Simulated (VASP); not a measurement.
Runs of VASP 6.6.1 on BAs. The structure is hexagonal, space group P6_3/mmc (No. 194). Conventional cell: a = 3.366 Å, b = 3.366 Å, c = 8.745 Å, α = 90.00°, β = 90.00°, γ = 120.00°. Within 2.6 Å of B (site symmetry -6m2) lie 3 As at 1.94 Å. As (site symmetry -6m2) has 3 B at 1.94 Å within 2.6 Å. 

```tsv
level	potentials or basis	cutoff (eV)	grid for exact exchange (PRECFOCK)	share of exact exchange	screening parameter	gap on the mesh (eV)	pressure (GPa)
HSE06	VASP PAW PBE potentials, release 64 (B, As)	520	Normal	0.25	0.2079 1/Å	1.14	(b)
r2SCAN	VASP PAW PBE potentials, release 64 (B, As)	520	-	-	-	0.95	0.2
PBE	VASP PAW PBE potentials, release 64 (B, As)	520	-	-	-	0.71	2.0
LDA	VASP PAW LDA potentials, release 64 (B, As)	500	-	-	-	0.70	(a)
```

Alike in all rows: task single point; no spin polarisation; cell as given; k mesh 6 × 6 × 2; smearing gaussian 0.01 eV.

Q: Fill in the values left out.

A: (a) -1.7; (b) -0.1.

Caveats: the PAW data sets were made with another functional, which shifts forces and pressure a little (at least some runs); this functional lacks dispersion, which binds the layers, so the pressure and a relaxed spacing across them are unreliable (at least some runs).

A k mesh can miss the band edges, and the runs leave out spin-orbit coupling on As.
